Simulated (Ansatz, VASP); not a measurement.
# Two plane-wave programs on GaCuSe2

```
CELL_PARAMETERS angstrom
3.93071 0.00000 0.00000
0.00000 3.93071 0.00000
0.00000 0.00000 5.64214
ATOMIC_POSITIONS crystal
Cu 0.00000 0.00000 0.00000
Se 0.00000 0.50000 0.24278
Se 0.50000 0.00000 0.75722
Ga 0.50000 0.50000 0.50000
```

Alike in both runs: task single point; functional PBE; k mesh 6 × 6 × 4; occupations fermi-dirac, width 0.02 eV; non-collinear spin, spin-orbit coupling.

|  | VASP | Ansatz |
| --- | --- | --- |
| version | VASP 6.6.1 | Ansatz 0.2.0 |
| potentials or method | VASP PAW PBE potentials, release 64 (Cu, Se, Ga_d) | plane waves, PAW |
| plane-wave cutoff (eV) | 520 | 420 |
| valence electrons in the cell | 36 | 64 |

|  | VASP | Ansatz | Ansatz less VASP |
| --- | --- | --- | --- |
| pressure (GPa) | 2.9 | 2.6 | -0.23 |
| rms of the force components (eV/Å) | 0.064 | 0.069 | +0.0050 |
| net moment per atom (μB) | 0.00 | 0.00 | 0.000 |

With one functional, cell and mesh, what is left measures potentials, basis and numerics. VASP's potentials hold 36 valence electrons a cell and Ansatz's 64, so a difference there can come from the potentials and not from the codes.
